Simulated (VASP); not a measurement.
# Si2W3 (P4/mbm) in VASP: notebook

Si2W3 is run at these levels: PBE; tasks: single point.

All numbers are computed with VASP 6.6.1; they aren't measurements. Logs are shortened: lines on timing, memory, paths and dates and some standing lists are left out, and cuts for length are marked.

## 1. The cell of the first run

Symmetry: P4/mbm, No. 127, tetragonal system. The conventional cell has a = 6.616 Å, b = 6.616 Å, c = 3.344 Å, α = 90.00°, β = 90.00°, γ = 90.00°. Within 3.3 Å of Si (site symmetry m2m) lie 1 Si at 2.51 Å and 8 W at 2.55 to 2.58 Å. Within 3.4 Å of W (site symmetry 4/m) lie 4 Si at 2.58 Å and 10 W at 3.00 to 3.34 Å. Within 3.4 Å of W (site symmetry m2m) lie 6 Si at 2.55 to 2.57 Å and 7 W at 2.99 to 3.34 Å.

## 2. Single point, PBE

The input, INCAR:

```
PREC = Accurate ; ENCUT = 520
EDIFF = 1E-6 ; ISMEAR = 0
SIGMA = 0.1 ; LREAL = False
LASPH = True ; NELM = 100
ALGO = Fast ; ISIF = 2
LWAVE = False ; LCHARG = False
GGA = PE ; NBANDS = 61
```

The input, KPOINTS:

```
Automatic mesh
0
Gamma
  4 4 6
```

The input, POSCAR:

```
Si2W3
1.0
    6.6158471100      0.0000000000      0.0000000000
    0.0000000000      6.6158471100      0.0000000000
    0.0000000000      0.0000000000      3.3435049100
Si W
4 6
Direct
    0.6339980100      0.1339980100      0.0000000000
    0.3660019900      0.8660019900      0.0000000000
    0.1339980100      0.3660019900      0.0000000000
    0.8660019900      0.6339980100      0.0000000000
    0.0000000000      0.0000000000      0.0000000000
    0.5000000000      0.5000000000      0.0000000000
    0.1598410200      0.6598410200      0.5000000000
    0.8401589800      0.3401589800      0.5000000000
    0.6598410200      0.8401589800      0.5000000000
    0.3401589800      0.1598410200      0.5000000000
```

Potentials or basis: VASP PAW PBE potentials, release 64 (Si, W_sv).

Command:

```sh
$ cat potpaw_PBE.64/Si/POTCAR potpaw_PBE.64/W_sv/POTCAR > POTCAR
$ mpirun -np 1 vasp_std > vasp.out
```

OUTCAR:

```text
PREC = Accurate
   ENCUT = 520
   EDIFF = 1E-6
   ISMEAR = 0
   LREAL = False
   LASPH = True
   NELM = 100
   ISIF = 2
   GGA = PE

 ion  position               nearest neighbor table
   1  0.634  0.134  0.000-   2 2.51   8 2.55   8 2.55  10 2.57   9 2.57   9 2.57  10 2.57   5 2.58
                             6 2.58
   2  0.366  0.866  0.000-   1 2.51   7 2.55   7 2.55  10 2.57   9 2.57   9 2.57  10 2.57   5 2.58
                             6 2.58
   3  0.134  0.366  0.000-   4 2.51  10 2.55  10 2.55   7 2.57   7 2.57   8 2.57   8 2.57   5 2.58
                             6 2.58
   4  0.866  0.634  0.000-   3 2.51   9 2.55   9 2.55   7 2.57   7 2.57   8 2.57   8 2.57   5 2.58
                             6 2.58
   5  0.000  0.000  0.000-   1 2.58   2 2.58   3 2.58   4 2.58   7 3.00   8 3.00   9 3.00  10 3.00
                             7 3.00   8 3.00   9 3.00  10 3.00
   6  0.500  0.500  0.000-   1 2.58   2 2.58   3 2.58   4 2.58   7 3.00   8 3.00   9 3.00  10 3.00
                             7 3.00   8 3.00   9 3.00  10 3.00
   7  0.160  0.660  0.500-   2 2.55   2 2.55   4 2.57   3 2.57   3 2.57   4 2.57   8 2.99   5 3.00
                             6 3.00   5 3.00   6 3.00
   8  0.840  0.340  0.500-   1 2.55   1 2.55   4 2.57   3 2.57   3 2.57   4 2.57   7 2.99   5 3.00
                             6 3.00   5 3.00   6 3.00
   9  0.660  0.840  0.500-   4 2.55   4 2.55   1 2.57   1 2.57   2 2.57   2 2.57  10 2.99   5 3.00
                             6 3.00   5 3.00   6 3.00
  10  0.340  0.160  0.500-   3 2.55   3 2.55   1 2.57   1 2.57   2 2.57   2 2.57   9 2.99   5 3.00
                             6 3.00   5 3.00   6 3.00

  LATTYP: Found a simple tetragonal cell.
 ALAT       =     6.6158471100
 C/A-ratio  =     0.5053782009

  Lattice vectors:

 A1 = (   6.6158471100,   0.0000000000,   0.0000000000)
 A2 = (   0.0000000000,   6.6158471100,   0.0000000000)
 A3 = (   0.0000000000,   0.0000000000,   3.3435049100)

Analysis of symmetry for initial positions (statically):
=====================================================================
 Subroutine PRICEL returns:
 Original cell was already a primitive cell.

 Routine SETGRP: Setting up the symmetry group for a
 simple tetragonal supercell.

 Subroutine GETGRP returns: Found 16 space group operations
 (whereof  8 operations were pure point group operations)
 out of a pool of 16 trial point group operations.

The static configuration has the point symmetry C_4h.
 The point group associated with its full space group is D_4h.

Analysis of symmetry for dynamics (positions and initial velocities):
=====================================================================
 Subroutine PRICEL returns:
 Original cell was already a primitive cell.

 Routine SETGRP: Setting up the symmetry group for a
 simple tetragonal supercell.

 Subroutine GETGRP returns: Found 16 space group operations
 (whereof  8 operations were pure point group operations)
 out of a pool of 16 trial point group operations.

The dynamic configuration has the point symmetry C_4h.
 The point group associated with its full space group is D_4h.

 Subroutine INISYM returns: Found 16 space group operations
 (whereof  8 operations are pure point group operations),
 and found     1 'primitive' translations

----------------------------------------------------------------------------------------

                                     Primitive cell

  volume of cell :     146.3433

  direct lattice vectors                    reciprocal lattice vectors
     6.615847110  0.000000000  0.000000000     0.151152223  0.000000000  0.000000000
     0.000000000  6.615847110  0.000000000     0.000000000  0.151152223  0.000000000
     0.000000000  0.000000000  3.343504910     0.000000000  0.000000000  0.299087343

  length of vectors
     6.615847110  6.615847110  3.343504910     0.151152223  0.151152223  0.299087343

  position of ions in fractional coordinates (direct lattice)
     0.633998010  0.133998010  0.000000000
     0.366001990  0.866001990  0.000000000
     0.133998010  0.366001990  0.000000000
     0.866001990  0.633998010  0.000000000
     0.000000000  0.000000000  0.000000000
     0.500000000  0.500000000  0.000000000
     0.159841020  0.659841020  0.500000000
     0.840158980  0.340158980  0.500000000
     0.659841020  0.840158980  0.500000000
     0.340158980  0.159841020  0.500000000

  ion indices of the primitive-cell ions
   primitive index   ion index
                 1           1
                 2           2
                 3           3
                 4           4
                 5           5
                 6           6
                 7           7
                 8           8
                 9           9
                10          10

----------------------------------------------------------------------------------------

 KPOINTS: Automatic mesh

Automatic generation of k-mesh.
 Grid dimensions read from file:
 generate k-points for:    4    4    6

 Generating k-lattice:

  Cartesian coordinates                     Fractional coordinates (reciprocal lattice)
     0.037788056  0.000000000  0.000000000     0.250000000  0.000000000  0.000000000
     0.000000000  0.037788056  0.000000000     0.000000000  0.250000000  0.000000000
     0.000000000  0.000000000  0.049847891     0.000000000  0.000000000  0.166666667

  Length of vectors
     0.037788056  0.037788056  0.049847891

  Shift w.r.t. Gamma in fractional coordinates (k-lattice)
     0.000000000  0.000000000  0.000000000

 Subroutine IBZKPT returns following result:
 ===========================================

 Found     24 irreducible k-points:

 Following reciprocal coordinates:
            Coordinates               Weight
  0.000000  0.000000  0.000000      1.000000
  0.250000  0.000000  0.000000      4.000000
  0.500000  0.000000  0.000000      2.000000
  0.250000  0.250000  0.000000      4.000000
  0.500000  0.250000  0.000000      4.000000
  0.500000  0.500000  0.000000      1.000000
[... 16 lines left out ...]
  0.500000  0.250000  0.500000      4.000000
  0.500000  0.500000  0.500000      1.000000
   k-points           NKPTS =     24   k-points in BZ     NKDIM =     24   number of bands    NBANDS=     61
   number of dos      NEDOS =    301   number of ions     NIONS =     10
   total plane-waves  NPLWV =  70000
   dimension x,y,z NGX =    50 NGY =   50 NGZ =   28
   dimension x,y,z NGXF=   100 NGYF=  100 NGZF=   56
   ions per type =               4   6
   NGX,Y,Z   is equivalent  to a cutoff of  12.56, 12.56, 13.92 a.u.
   NGXF,Y,Z  is equivalent  to a cutoff of  25.13, 25.13, 27.84 a.u.
 SYSTEM =  unknown system
   PREC   = accura    normal or accurate (medium, high low for compatibility)
   ISTART =      0    job   : 0-new  1-cont  2-samecut
   ICHARG =      2    charge: 1-file 2-atom 10-const
   ISPIN  =      1    spin polarized calculation?
   LNONCOLLINEAR =      F non collinear calculations
   LSORBIT =      F    spin-orbit coupling
   LASPH  =      T    aspherical Exc in radial PAW
   ENCUT  =  520.0 eV  38.22 Ry    6.18 a.u.  12.30 12.30  6.22*2*pi/ulx,y,z
   NELM   =    100;   NELMIN=  2; NELMDL= -5     # of ELM steps
   EDIFF  = 0.1E-05   stopping-criterion for ELM
   LREAL  =      F    real-space projection
   EDIFFG = 0.1E-04   stopping-criterion for IOM
   NSW    =      0    number of steps for IOM
   IBRION =     -1    ionic relax: 0-MD 1-quasi-New 2-CG
   NFREE  =      0    steps in history (QN), initial steepest desc. (CG)
   ISIF   =      2    stress and relaxation
   ISYM   =      2    0-nonsym 1-usesym 2-fastsym
   POTIM  = 0.5000    time-step for ionic-motion
   TEBEG  =    0.0;   TEEND  =   0.0 temperature during run
   PSTRESS=    0.0 pullay stress
   NELECT =     100.0000    total number of electrons
   NUPDOWN=      -1.0000    fix difference up-down
   EMIN   =  10.00;   EMAX   =-10.00  energy-range for DOS
   EFERMI =   0.00;   METHOD = LEGACY
   ISMEAR =     0;   SIGMA  =   0.10  broadening in eV -4-tet -1-fermi 0-gaus
   EFERMI_NEDOS =   21; number of points for ismear=-14 and -15
   IALGO  =     68    algorithm
   IMIX   =      4    mixing-type and parameters
     AMIX     =   0.40;   BMIX     =  1.00
     AMIX_MAG =   1.60;   BMIX_MAG =  1.00
  volume/ion in A,a.u.               =      14.63        98.76
  Fermi-wavevector in a.u.,A,eV,Ry     =   1.441951  2.724892 28.289546  2.079223
  Thomas-Fermi vector in A             =   2.560526
   LORBIT       =      0    0 simple, 1 ext, 2 COOP (PROOUT), +10 PAW based schemes
   GGA     = PE    functional components
   LHFCALC =     F    Hartree Fock is set to
   AEXX    =    0.0000 exact exchange contribution
   IVDW    =     0    specifies the selected vdW correction
   LEPSILON=     F    determine dielectric tensor
   LRPA    =     F    only Hartree local field effects (RPA)
 non-spin polarized calculation
 RMM-DIIS sequential band-by-band and
 Gauss-broadening in eV      SIGMA  =   0.10
  energy-cutoff  :      520.00
  volume of cell :      146.34
 maximum number of plane-waves:      3965
 NGX is ok and might be reduce to    50
   NGX = 25   NGY = 25   NGZ = 13

 number of electron     100.0000000 magnetization

 number of electron      99.9999978 magnetization

 Free energy of the ion-electron system (eV)
  ---------------------------------------------------
  ext. energy  EPLUGINS =         0.00000000
  ---------------------------------------------------
  free energy    TOTEN  =       -99.21791114 eV

  energy without entropy =      -99.16938536  energy(sigma->0) =      -99.19364825

 E-fermi :  11.6252     XC(G=0): -12.9184

 val. band max:       11.5926902881   @ k =   0.2500   0.0000   0.1667
 cond. band min:      11.6310367791   @ k =   0.2500   0.2500   0.1667
 fundamental gap:      0.0383464910
 Fermi energy:        11.6252317395

 k-point     1 :       0.0000    0.0000    0.0000
  band No.  band energies     occupation
      1     -62.7532      2.00000
      2     -62.7474      2.00000
      3     -62.7394      2.00000
      4     -62.7394      2.00000
      5     -62.4092      2.00000
      6     -62.4072      2.00000
[... 1525 lines left out ...]
     60      13.6974      0.00000
     61      14.9120      0.00000

------------------------ aborting loop because EDIFF is reached ----------------------------------------

  FORCE on cell =-STRESS in cart. coord.  units (eV):
  Direction    XX          YY          ZZ          XY          YZ          ZX
  --------------------------------------------------------------------------------------
  -------------------------------------------------------------------------------------
  Total       -0.6064768     -0.6064768     -1.1537200      0.0000000      0.0000000      0.0000000
  in kB       -6.6397526     -6.6397526    -12.6310110      0.0000000      0.0000000      0.0000000
  external PRESSURE =      -8.6368387 kB  Pullay stress =       0.0000000 kB

 VOLUME and BASIS-vectors are now :
 -----------------------------------------------------------------------------
  energy-cutoff  :      520.00
  volume of cell :      146.34
      direct lattice vectors                 reciprocal lattice vectors
     6.615847110  0.000000000  0.000000000     0.151152223  0.000000000  0.000000000
     0.000000000  6.615847110  0.000000000     0.000000000  0.151152223  0.000000000
     0.000000000  0.000000000  3.343504910     0.000000000  0.000000000  0.299087343

 POSITION                                       TOTAL-FORCE (eV/Angst)
 -----------------------------------------------------------------------------------
      4.19443      0.88651      0.00000         0.009222      0.009222     -0.000000
      2.42141      5.72934      0.00000        -0.009222     -0.009222      0.000000
      0.88651      2.42141      0.00000         0.009222     -0.009222      0.000000
      5.72934      4.19443      0.00000        -0.009222      0.009222     -0.000000
      0.00000      0.00000      0.00000         0.000000      0.000000     -0.000000
      3.30792      3.30792      0.00000         0.000000      0.000000     -0.000000
      1.05748      4.36541      1.67175        -0.002791     -0.002791     -0.000000
      5.55836      2.25044      1.67175         0.002791      0.002791      0.000000
      4.36541      5.55836      1.67175        -0.002791      0.002791      0.000000
      2.25044      1.05748      1.67175         0.002791     -0.002791     -0.000000
 -----------------------------------------------------------------------------------
    total drift:                               -0.000000      0.000000     -0.000000

  FREE ENERGIE OF THE ION-ELECTRON SYSTEM (eV)
  ---------------------------------------------------
  free  energy   TOTEN  =       -99.2179111434 eV

  energy  without entropy=      -99.1693853609  energy(sigma->0) =      -99.19364825
```

Wall time 3.9 min (1 thread of Intel Xeon Platinum 8488C (Sapphire Rapids), shared host); peak memory 0.33 GiB.

Results:

- Free energy: -99.2179 eV
- Pressure: -0.9 GPa
- Largest force: 0.013 eV/Å
- Band gap on the k mesh: zero (band 50 reaches 12.66 eV, above the bottom of band 51 at 11.03 eV)

Forces in eV/Å, atoms in the order of the input:
```
Si   0.009  0.009  0.000
Si  -0.009 -0.009  0.000
Si   0.009 -0.009  0.000
Si  -0.009  0.009  0.000
W    0.000  0.000  0.000
W    0.000  0.000  0.000
W   -0.003 -0.003  0.000
W    0.003  0.003  0.000
W   -0.003  0.003  0.000
W    0.003 -0.003  0.000
```

Caveat: spin-orbit coupling is left out, which moves the levels of the heavy elements.

## 3. Single point, PBE

This run uses another cell than the first one, of 14.56 Å³/atom, 0.995 times its volume.

The input, INCAR:

```
PREC = Accurate ; ENCUT = 520
EDIFF = 1E-6 ; ISMEAR = 0
SIGMA = 0.1 ; LREAL = F
LASPH = T ; NELM = 80
ALGO = Fast ; ISIF = 2
LWAVE = F ; LCHARG = F
GGA = PE ; NBANDS = 61
```

The input, KPOINTS:

```
regular mesh
0
Gamma
  6 6 12
```

The input, POSCAR:

```
Si2W3
1.0
    6.6237430195      0.0000000000      0.0000000000
    0.0000000000      6.6237430195      0.0000000000
    0.0000000000      0.0000000000      3.3179879384
Si W
4 6
Direct
    0.6342068990      0.1342068990      0.0000000000
    0.3657931010      0.8657931010      0.0000000000
    0.1342068990      0.3657931010      0.0000000000
    0.8657931010      0.6342068990      0.0000000000
    0.0000000000      0.0000000000      0.0000000000
    0.5000000000      0.5000000000      0.0000000000
    0.1597197979      0.6597197979      0.5000000000
    0.8402802021      0.3402802021      0.5000000000
    0.6597197979      0.8402802021      0.5000000000
    0.3402802021      0.1597197979      0.5000000000
```

Potentials or basis: VASP PAW PBE potentials, release 64 (Si, W_sv).

Command:

```sh
$ cat potpaw_PBE.64/Si/POTCAR potpaw_PBE.64/W_sv/POTCAR > POTCAR
$ mpirun -np 1 vasp_std > vasp.out
```

It took 10 min on 1 thread of Intel Xeon Platinum 8488C (Sapphire Rapids), shared host; peak memory 0.55 GiB.

It converged, with:

| Item | Value |
| --- | --- |
| Free energy | -99.2801 eV |
| Pressure | 0.2 GPa |
| Largest force | 0.010 eV/Å |
| Band gap on the k mesh | zero (band 50 reaches 12.72 eV, above the bottom of band 51 at 11.08 eV) |

Forces in eV/Å, atoms in the order of the input:
```
Si  -0.007 -0.007  0.000
Si   0.007  0.007  0.000
Si  -0.007  0.007  0.000
Si   0.007 -0.007  0.000
W    0.000  0.000  0.000
W    0.000  0.000  0.000
W   -0.004 -0.004  0.000
W    0.004  0.004  0.000
W   -0.004  0.004  0.000
W    0.004 -0.004  0.000
```

Levels at points of the mesh, in eV from the Fermi level:
```
           k point  band 47  band 48  band 49  band 50  band 51  band 52  band 53  band 54
(0.00, 0.00, 0.00)    -0.87    -0.87    -0.54    -0.10    -0.10     0.11     0.73     0.83
(0.50, 0.00, 0.00)    -0.96    -0.96    -0.76    -0.76    -0.65    -0.65     0.53     0.53
(0.50, 0.50, 0.00)    -1.38    -1.38    -0.10    -0.10    -0.01    -0.01     0.02     0.02
(0.00, 0.00, 0.50)    -2.03    -1.53    -1.45    -1.43     1.57     1.82     1.82     1.83
(0.50, 0.00, 0.50)    -0.44    -0.44     0.06     0.06     0.61     0.61     1.67     1.67
(0.50, 0.50, 0.50)    -0.21    -0.21     0.99     0.99     1.31     1.31     1.42     1.42
```

Caveat: spin-orbit coupling is left out, which moves the levels of the heavy elements.
